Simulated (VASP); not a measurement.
# Si16O (a cell with a defect) in VASP: single point with PBE+D3(BJ)

Aim: the single point of Si16O (a cell with a defect) with PBE+D3(BJ).

Everything below comes from runs of VASP 6.6.1. Logs are shortened: lines on timing, memory, paths and dates and some standing lists are left out, and cuts for length are marked.

## Step 1: The cell of the first run

The cell holds a defect, 17 atoms: a = 7.679 Å, b = 7.679 Å, c = 7.679 Å, α = 60.00°, β = 60.00°, γ = 60.00°.

## Step 2: Single point, PBE+D3(BJ), collinear spin, ferromagnetic start

INCAR reads:

```
SYSTEM = Si16O
  ALGO = Normal
  EDIFF = 1E-7
  ENCUT = 520
  GGA = PE
  ISIF = 2
  ISMEAR = -1
  ISPIN = 2
  IVDW = 12
  LASPH = .TRUE.
  LCHARG = .TRUE.
  LELF = .TRUE.
  LORBIT = 11
  LREAL = Auto
  LVHAR = .TRUE.
  LWAVE = .FALSE.
  MAGMOM = 0 0 0 0 0 0 0 0 0 0 0 0 0 0 0 0 1
  NBANDS = 53
  NELM = 150
  PREC = Accurate
  SIGMA = 0.02
```

KPOINTS reads:

```
k-points
0
G
  2 2 2
  0 0 0
```

POSCAR reads:

```
Si16O
1.0
    0.0000000000      5.4300000000      5.4300000000
    5.4300000000      0.0000000000      5.4300000000
    5.4300000000      5.4300000000      0.0000000000
Si O
16 1
Direct
   -0.0432369107      0.0467515981      0.0086809563
    0.1236976944      0.1286803588      0.1252702507
   -0.0029909906     -0.0157854698      0.5012770459
    0.1301846680      0.0733876092      0.6525165130
   -0.0005249314      0.4981085395      0.0010769399
    0.1169982825      0.5775057687      0.1692362209
    0.0048288416      0.4449930553      0.5403825343
    0.1269511180      0.6086632494      0.6276410349
    0.4972229395      0.0159577197     -0.0018490329
    0.5856890822      0.1782391730      0.1204152468
    0.5016794276     -0.0002254674      0.4954161986
    0.6228728798      0.1249168691      0.6239977268
    0.4733920071      0.5496637534     -0.0046848893
    0.6234447007      0.6404407764      0.1282055868
    0.5010598201      0.4994395452      0.5023392534
    0.6298847310      0.6239238621      0.6238460675
    0.9368666602      0.8121168294      0.1914498261
```

Potentials or basis: VASP PAW PBE potentials, release 64 (Si, O).

Started as:

```console
cat potpaw_PBE.64/Si/POTCAR potpaw_PBE.64/O/POTCAR > POTCAR
mpirun -np 1 vasp_std > vasp.out
```

OUTCAR:

```text
SYSTEM = Si16O
   EDIFF = 1E-7
   ENCUT = 520
   GGA = PE
   ISIF = 2
   ISMEAR = -1
   ISPIN = 2
   IVDW = 12
   LASPH = .TRUE.
   LORBIT = 11
   LREAL = Auto
   NELM = 150
   PREC = Accurate
 IVDW          = 12

 ion  position               nearest neighbor table
   1  0.957  0.047  0.009-  17 1.66   2 2.31   4 2.32  10 2.33   6 2.94
   2  0.124  0.129  0.125-   1 2.31   5 2.32   9 2.34   3 2.36
   3  0.997  0.984  0.501-  12 2.35   8 2.36   4 2.36   2 2.36
   4  0.130  0.073  0.653-   1 2.32   7 2.33  11 2.35   3 2.36
   5  0.999  0.498  0.001-   6 2.31   2 2.32   8 2.34  14 2.36
   6  0.117  0.578  0.169-  17 1.66   5 2.31  13 2.32   7 2.33   1 2.94
   7  0.005  0.445  0.540-   6 2.33   4 2.33   8 2.36  16 2.38
   8  0.127  0.609  0.628-   5 2.34  15 2.35   3 2.36   7 2.36
   9  0.497  0.016  0.998-   2 2.34  12 2.35  14 2.35  10 2.36
  10  0.586  0.178  0.120-   1 2.33  13 2.33   9 2.36  11 2.38
  11  0.502  1.000  0.495-  12 2.35   4 2.35  16 2.36  10 2.38
  12  0.623  0.125  0.624-  15 2.35   3 2.35   9 2.35  11 2.35
  13  0.473  0.550  0.995-   6 2.32  10 2.33  16 2.35  14 2.35
  14  0.623  0.640  0.128-  15 2.35   9 2.35  13 2.35   5 2.36
  15  0.501  0.499  0.502-   8 2.35  12 2.35  14 2.35  16 2.35
  16  0.630  0.624  0.624-  15 2.35  13 2.35  11 2.36   7 2.38
  17  0.937  0.812  0.191-   6 1.66   1 1.66

  LATTYP: Found a face centered cubic cell.
 ALAT       =    10.8600000000

  Lattice vectors:

 A1 = (   0.0000000000,   5.4300000000,   5.4300000000)
 A2 = (   5.4300000000,   0.0000000000,   5.4300000000)
 A3 = (   5.4300000000,   5.4300000000,   0.0000000000)

Analysis of symmetry for initial positions (statically):
=====================================================================
 Subroutine PRICEL returns:
 Original cell was already a primitive cell.

 Routine SETGRP: Setting up the symmetry group for a
 face centered cubic supercell.

 Subroutine GETGRP returns: Found  1 space group operations
 (whereof  1 operations were pure point group operations)
 out of a pool of 48 trial point group operations.

The static configuration has the point symmetry C_1 .

Analysis of symmetry for dynamics (positions and initial velocities):
=====================================================================
 Subroutine PRICEL returns:
 Original cell was already a primitive cell.

 Routine SETGRP: Setting up the symmetry group for a
 face centered cubic supercell.

 Subroutine GETGRP returns: Found  1 space group operations
 (whereof  1 operations were pure point group operations)
 out of a pool of 48 trial point group operations.

The dynamic configuration has the point symmetry C_1 .

Analysis of structural, dynamic, and magnetic symmetry:
=====================================================================
 Subroutine PRICEL returns:
 Original cell was already a primitive cell.

 Routine SETGRP: Setting up the symmetry group for a
 face centered cubic supercell.

 Subroutine GETGRP returns: Found  1 space group operations
 (whereof  1 operations were pure point group operations)
 out of a pool of 48 trial point group operations.

The overall configuration has the point symmetry C_1 .

 Subroutine INISYM returns: Found  1 space group operations
 (whereof  1 operations are pure point group operations),
 and found     1 'primitive' translations

----------------------------------------------------------------------------------------

                                     Primitive cell

  volume of cell :     320.2060

  direct lattice vectors                    reciprocal lattice vectors
     0.000000000  5.430000000  5.430000000    -0.092081031  0.092081031  0.092081031
     5.430000000  0.000000000  5.430000000     0.092081031 -0.092081031  0.092081031
     5.430000000  5.430000000  0.000000000     0.092081031  0.092081031 -0.092081031

  length of vectors
     7.679179644  7.679179644  7.679179644     0.159489025  0.159489025  0.159489025

  position of ions in fractional coordinates (direct lattice)
     0.956763089  0.046751598  0.008680956
     0.123697694  0.128680359  0.125270251
     0.997009009  0.984214530  0.501277046
     0.130184668  0.073387609  0.652516513
     0.999475069  0.498108540  0.001076940
     0.116998282  0.577505769  0.169236221
[... 9 lines left out ...]
     0.629884731  0.623923862  0.623846067
[... 63 lines left out ...]
   ions per type =              16   1
   NGX,Y,Z   is equivalent  to a cutoff of  12.99, 12.99, 12.99 a.u.
   NGXF,Y,Z  is equivalent  to a cutoff of  25.98, 25.98, 25.98 a.u.
 SYSTEM =  Si16O
   PREC   = accura    normal or accurate (medium, high low for compatibility)
   ISTART =      0    job   : 0-new  1-cont  2-samecut
   ICHARG =      2    charge: 1-file 2-atom 10-const
   ISPIN  =      2    spin polarized calculation?
   LNONCOLLINEAR =      F non collinear calculations
   LSORBIT =      F    spin-orbit coupling
   LASPH  =      T    aspherical Exc in radial PAW
   ENCUT  =  520.0 eV  38.22 Ry    6.18 a.u.  14.28 14.28 14.28*2*pi/ulx,y,z
   NELM   =    150;   NELMIN=  2; NELMDL= -5     # of ELM steps
   EDIFF  = 0.1E-06   stopping-criterion for ELM
   LREAL  =      T    real-space projection
   EDIFFG = 0.1E-05   stopping-criterion for IOM
   NSW    =      0    number of steps for IOM
   IBRION =     -1    ionic relax: 0-MD 1-quasi-New 2-CG
   NFREE  =      0    steps in history (QN), initial steepest desc. (CG)
   ISIF   =      2    stress and relaxation
   ISYM   =      2    0-nonsym 1-usesym 2-fastsym
   POTIM  = 0.5000    time-step for ionic-motion
   TEBEG  =    0.0;   TEEND  =   0.0 temperature during run
   PSTRESS=    0.0 pullay stress
   NELECT =      70.0000    total number of electrons
   NUPDOWN=      -1.0000    fix difference up-down
   EMIN   =  10.00;   EMAX   =-10.00  energy-range for DOS
   EFERMI =   0.00;   METHOD = LEGACY
   ISMEAR =    -1;   SIGMA  =   0.02  broadening in eV -4-tet -1-fermi 0-gaus
   EFERMI_NEDOS =   21; number of points for ismear=-14 and -15
   IALGO  =     38    algorithm
   IMIX   =      4    mixing-type and parameters
     AMIX     =   0.40;   BMIX     =  1.00
     AMIX_MAG =   1.60;   BMIX_MAG =  1.00
  volume/ion in A,a.u.               =      18.84       127.11
  Fermi-wavevector in a.u.,A,eV,Ry     =   0.986199  1.863645 13.232857  0.972588
  Thomas-Fermi vector in A             =   2.117562
   LORBIT       =     11    0 simple, 1 ext, 2 COOP (PROOUT), +10 PAW based schemes
   GGA     = PE    functional components
   LHFCALC =     F    Hartree Fock is set to
   AEXX    =    0.0000 exact exchange contribution
   IVDW    =    12    specifies the selected vdW correction
   LEPSILON=     F    determine dielectric tensor
   LRPA    =     F    only Hartree local field effects (RPA)
 spin polarized calculation
  energy-cutoff  :      520.00
  volume of cell :      320.21
 maximum number of plane-waves:      8646
 NGX is ok and might be reduce to    60
   NGX = 29   NGY = 29   NGZ = 29

 number of electron      70.0000000 magnetization       0.0000165

 number of electron      70.0000000 magnetization      -0.0000009

 Free energy of the ion-electron system (eV)
  ---------------------------------------------------
  ext. energy  EPLUGINS =         0.00000000
  ---------------------------------------------------
  free energy    TOTEN  =       -92.69567595 eV

  energy without entropy =      -92.69567536  energy(sigma->0) =      -92.69567566

 E-fermi :   6.1281     XC(G=0):  -9.5328

 val. band max:        5.8796809955   @ k =   0.0000   0.0000   0.0000
 cond. band min:       6.3748927610   @ k =   0.0000   0.0000   0.0000
 fundamental gap:      0.4952117655
 Fermi energy:         6.1281381115

 spin component 1

 k-point     1 :       0.0000    0.0000    0.0000
  band No.  band energies     occupation
      1     -14.4402      1.00000
      2      -5.8112      1.00000
      3      -4.3842      1.00000
      4      -3.6890      1.00000
      5      -3.6665      1.00000
      6      -3.3253      1.00000
[... 389 lines left out ...]
     46      10.3398      0.00000
     47      10.4268      0.00000
 Fermi energy:         6.1281381115

 spin component 2

 k-point     1 :       0.0000    0.0000    0.0000
  band No.  band energies     occupation
      1     -14.4402      1.00000
      2      -5.8112      1.00000
      3      -4.3842      1.00000
      4      -3.6890      1.00000
      5      -3.6665      1.00000
      6      -3.3253      1.00000
[... 389 lines left out ...]
     46      10.3398      0.00000
     47      10.4268      0.00000
 [bands above 47 left out]

------------------------ aborting loop because EDIFF is reached ----------------------------------------

 Edisp (eV)   -5.21753

 E8    (eV) :    -2.1449

  FORCE on cell =-STRESS in cart. coord.  units (eV):
  Direction    XX          YY          ZZ          XY          YZ          ZX
  --------------------------------------------------------------------------------------
  -------------------------------------------------------------------------------------
  Total       3.17357     3.80244     3.18034    -2.32102    -2.25625     3.02304
  in kB      15.87923    19.02584    15.91309   -11.61343   -11.28934    15.12603
  external pressure =       16.94 kB  Pullay stress =        0.00 kB

 VOLUME and BASIS-vectors are now :
 -----------------------------------------------------------------------------
  energy-cutoff  :      520.00
  volume of cell :      320.21
      direct lattice vectors                 reciprocal lattice vectors
     0.000000000  5.430000000  5.430000000    -0.092081031  0.092081031  0.092081031
     5.430000000  0.000000000  5.430000000     0.092081031 -0.092081031  0.092081031
     5.430000000  5.430000000  0.000000000     0.092081031  0.092081031 -0.092081031

 POSITION                                       TOTAL-FORCE (eV/Angst)
 -----------------------------------------------------------------------------------
      0.30100      5.24236      5.44908         0.018591     -0.034549      0.027238
      1.37895      1.35190      1.37041         0.001114      0.001506      0.001585
      8.06622      8.13569     10.75804        -0.002203      0.005428      0.004264
      3.94166      4.25007      1.10540         0.005811      0.002483     -0.000321
      2.71058      5.43300      8.13188        -0.002194     -0.002165     -0.004284
      4.05481      1.55425      3.77116        -0.036994      0.041815     -0.017296
[... 9 lines left out ...]
      6.77539      6.80776      6.80818         0.006191      0.000691      0.001202
      5.44937      6.12676      9.49698         0.027515     -0.017585     -0.010111
 -----------------------------------------------------------------------------------
    total drift:                                0.001149     -0.004094      0.000474

  FREE ENERGIE OF THE ION-ELECTRON SYSTEM (eV)
  ---------------------------------------------------
  free  energy   TOTEN  =       -97.9132106491 eV

  energy  without entropy=      -97.9132100571  energy(sigma->0) =      -97.91321035

 total charge

# of ion       s       p       d       tot
------------------------------------------
    1        0.742   0.945   0.000   1.687
    2        0.744   0.977   0.000   1.721
    3        0.740   0.948   0.000   1.688
    4        0.745   0.968   0.000   1.714
    5        0.744   0.978   0.000   1.722
    6        0.742   0.945   0.000   1.687
[... 9 lines left out ...]
   16        0.744   0.937   0.000   1.681
   17        1.576   3.598   0.000   5.174
--------------------------------------------------
tot         13.462  18.889   0.000  32.350

 magnetization (x)

# of ion       s       p       d       tot
------------------------------------------
    1        0.000   0.000   0.000   0.000
    2       -0.000   0.000   0.000   0.000
    3        0.000   0.000   0.000   0.000
    4       -0.000   0.000   0.000   0.000
    5        0.000   0.000   0.000   0.000
    6        0.000   0.000   0.000   0.000
[... 9 lines left out ...]
   16       -0.000   0.000   0.000   0.000
   17       -0.000  -0.000   0.000  -0.000
--------------------------------------------------
tot          0.000   0.000   0.000   0.000
```

Run time: 13 min. Hardware: 1 thread of Intel Xeon Platinum 8375C at 2.90GHz (Ice Lake), shared host; peak memory 0.72 GiB.

Results:

```yaml
Free_energy: -97.9132 eV
Pressure: 1.7 GPa
Largest_force: 0.058 eV/Å
Band_gap_on_the_k_mesh: 0.50 eV
Net_moment: 0.00 μB per cell
Valence_electrons_inside_the_program's_atomic_spheres: Si 1.69, 1.72, 1.71, 1.70, 1.68 (each value once); O 5.17
Dispersion_energy_per_atom: -0.307 eV
```

Forces in eV/Å, atoms in the order of the input:
```
Si   0.019 -0.035  0.027
Si   0.001  0.002  0.002
Si  -0.002  0.005  0.004
Si   0.006  0.002  0.000
Si  -0.002 -0.002 -0.004
Si  -0.037  0.042 -0.017
Si  -0.006 -0.003  0.005
Si   0.001 -0.002  0.000
Si  -0.004 -0.004  0.000
Si  -0.012  0.010  0.006
Si   0.006  0.005 -0.009
Si   0.000 -0.001 -0.001
Si   0.002  0.001 -0.003
Si  -0.001 -0.002  0.001
Si  -0.004 -0.001 -0.003
Si   0.006  0.001  0.001
O    0.028 -0.018 -0.010
```

Stress tensor (GPa, compression positive):
```
 1.59 -1.16  1.51
-1.16  1.90 -1.13
 1.51 -1.13  1.59
```

Caveat: the k points lie up to 0.50 Å⁻¹ apart.
